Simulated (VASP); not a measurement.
Runs of VASP 6.6.1 on Mg. The structure is that of space group Pm-3m (No. 221), or close to it. The cells are those of the table. This isn't the form of Mg at room conditions, which is hcp.

```tsv
cell	gap on the mesh (eV)	pressure (GPa)
a = 3.062 Å, 1 atom	none	-0.9
a = 3.081 Å, 1 atom	none	-1.2
a = 3.001 Å, 1 atom	none	(b)
a = 3.022 Å, 1 atom	none	(a)
a = 2.981 Å, 1 atom	none	0.9
a = 3.042 Å, 1 atom	none	-0.5
```

Alike in all rows: task single point; level PBE; potentials or basis VASP PAW PBE potentials, release 64 (Mg); no spin polarisation; k mesh 36 × 36 × 36; cutoff (eV) 520; smearing fermi-dirac 0.0612256 eV.

Fill in the values left out.

(a) -0.1; (b) 0.4.

A gap of «none» marks levels without a gap at the run's occupations.
